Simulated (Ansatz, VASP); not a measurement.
**SnSe2 in VASP and in Ansatz**

Contents of INCAR:

```
PREC     = Accurate       # precision mode
ENCUT    = 520            # plane-wave cutoff, eV
EDIFF    = 1E-6           # SCF threshold, eV
ISMEAR   = 0              # smearing method
SIGMA    = 0.05           # smearing width, eV
LREAL    = False          # projectors in reciprocal space
LASPH    = True           # aspherical terms in the spheres
NELM     = 100            # most SCF steps
ALGO     = Normal         # electronic algorithm
ISIF     = 2              # what is computed and relaxed
LWAVE    = False          # write WAVECAR
LCHARG   = True           # write CHGCAR
GGA      = PE             # functional
IVDW     = 12             # dispersion correction
LELF     = True           # ELF
LVHAR    = True         
NBANDS   = 49             # bands
```

The input KPOINTS:

```
regular mesh
0
Gamma
  10 10 10
```

Contents of POSCAR:

```
SnSe2
1.0
    5.5111595949      3.1818694757      0.0000000000
   -5.5111595949      3.1818694757      0.0000000000
    0.0000000000      0.0000000000      5.2613590782
Sn Se
3 6
Direct
    0.0000000000      0.0000000000      0.0000000000
    0.3333333333      0.6666666667      0.0000000000
    0.6666666667      0.3333333333      0.0000000000
    0.3333333333      0.3333333333      0.3020833435
    0.6666666667      1.0000000000      0.3020833435
    0.0000000000      0.6666666667      0.3020833435
    0.3333333333      1.0000000000      0.6979166565
    0.6666666667      0.6666666667      0.6979166565
    0.0000000000      0.3333333333      0.6979166565
```

Input for Ansatz:

```yaml
crystal:
  lattice:
    - [5.5111595949, 3.1818694757, 0.0]
    - [-5.5111595949, 3.1818694757, 0.0]
    - [0.0, 0.0, 5.2613590782]
  atoms:
    - { symbol: Sn, position: [0.0, 0.0, 0.0] }
    - { symbol: Sn, position: [0.3333333333, 0.6666666667, 0.0] }
    - { symbol: Sn, position: [0.6666666667, 0.3333333333, 0.0] }
    - { symbol: Se, position: [0.3333333333, 0.3333333333, 0.3020833435] }
    - { symbol: Se, position: [0.6666666667, 1.0, 0.3020833435] }
    - { symbol: Se, position: [0.0, 0.6666666667, 0.3020833435] }
    - { symbol: Se, position: [0.3333333333, 1.0, 0.6979166565] }
    - { symbol: Se, position: [0.6666666667, 0.6666666667, 0.6979166565] }
    - { symbol: Se, position: [0.0, 0.3333333333, 0.6979166565] }
scf:
  occupations: { method: gaussian, width: 0.05 }
output:
  forces: true
  stress: true
  eigenvalues: true
hamiltonian:
  xc: pbe
  dispersion: d3bj
basis:
  ecutwfc: 500
kpoints:
  mp_grid: { grid: [10, 10, 10] }
```

Alike in both runs: task single point; functional PBE; dispersion D3(BJ); k mesh 10 × 10 × 10; occupations gaussian, width 0.05 eV; no spin polarisation.

```csv
,VASP,Ansatz
version,VASP 6.6.1,Ansatz 0.2.0
potentials or method,"VASP PAW PBE potentials, release 64 (Sn_d, Se), cutoff 520 eV","scalar-relativistic, plane waves, PAW"
valence electrons in the cell,78,138
```

Ansatz gave:

* gap on the k mesh at the Fermi level (eV): none
* pressure (GPa): 15.0
* rms of the force components (eV/Å): 0.002

What did VASP give for the same quantities?

gap on the k mesh at the Fermi level (eV): none; pressure (GPa): 15.1; rms of the force components (eV/Å): 0.013.

Atom by atom the forces differ by 0.012 eV/Å (rms over components). A gap of «none» marks a metal or a gap that the smearing closes. VASP's potentials hold 78 valence electrons a cell and Ansatz's 138, so a difference there can come from the potentials and not from the codes.
